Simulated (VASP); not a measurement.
A run of VASP 6.6.1 is set up as follows.

The input INCAR:

```
SYSTEM = Ta
  PREC = Accurate
  ENCUT = 520
  EDIFF = 1E-7
  ISMEAR = 0
  SIGMA = 0.15
  LREAL = .False.
  LASPH = .True.
  NELM = 60
  ALGO = Fast
  ISIF = 2
  LWAVE = .False.
  LCHARG = .False.
  GGA = PS
  NBANDS = 18
```

File KPOINTS:

```
regular mesh
0
Gamma
  12 12 8
  0 0 0
```

File POSCAR:

```
Ta
1.0
    3.0439065440     -0.1818181246     -0.0224653275
   -1.6794123868      2.4988088558     -0.1158154375
   -0.0398963652     -0.2605302303      5.2197310864
Ta
2
Direct
    0.8924816651      0.5786225620      0.7598050444
    0.1075183349      0.4213774380      0.2401949556
```

Potentials or basis: VASP PAW PBE potentials, release 64 (Ta_pv).

Run with:

```sh
$ cat potpaw_PBE.64/Ta_pv/POTCAR > POTCAR
$ mpirun -np 1 vasp_std > vasp.out
```

Question: Estimate the band gap on the k mesh.

Answer: Zero (bands 11 and 12 overlap by 1.79 eV).

Question: Predict the largest force.

Answer: 1.178 eV/Å.

Question: What does it give for the pressure?

Answer: -6.2 GPa.

Forces on the atoms (eV/Å):
```
Ta  -0.735  0.401 -0.829
Ta   0.735 -0.401  0.829
```

Caveat: the cell differs from its parent crystal (atoms moved at random and the cell strained at random); the cell stands under tension; the PAW data sets were made with another functional, which shifts forces and pressure a little; spin-orbit coupling is left out, which moves the levels of the heavy elements.
